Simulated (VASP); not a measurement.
BH3W12C12, 28 atoms in the cell. The cell holds a slab with vacuum, 28 atoms: a = 5.796 Å, b = 5.796 Å, c = 19.072 Å, α = 90.00°, β = 90.00°, γ = 120.00°. 

```yaml
Program: VASP 6.6.1
Task: single point
Functional: LDA
Potentials_or_basis: VASP PAW LDA potentials, release 64 (W_sv, C, B, H)
Cutoff: 520 eV
k_mesh: 3 × 3 × 1
Occupations: fermi-dirac, width 0.05 eV
Spin: no spin polarisation
Dipole_correction: no
Further_INCAR_settings: LREAL = Auto; ALGO = Normal; EDIFF = 1e-06; NBANDS = 131
```

Potentials or basis: VASP PAW LDA potentials, release 64 (W_sv, C, B, H).

Launch:

```sh
$ cat potpaw_LDA.64/W_sv/POTCAR potpaw_LDA.64/C/POTCAR potpaw_LDA.64/B/POTCAR potpaw_LDA.64/H/POTCAR > POTCAR
$ mpirun -np 1 vasp_std > vasp.out
```

Hardware: 1 thread of AMD EPYC 7R43 64-Core Processor (Zen 3), on a shared host.

Task: How long does it take, and how much memory?

Result: Run time: 25 min on 1 thread of AMD EPYC 7R43 64-Core Processor (Zen 3), on a shared host, peak memory 0.59 GiB. Counts: scf iterations 32, k points 5.
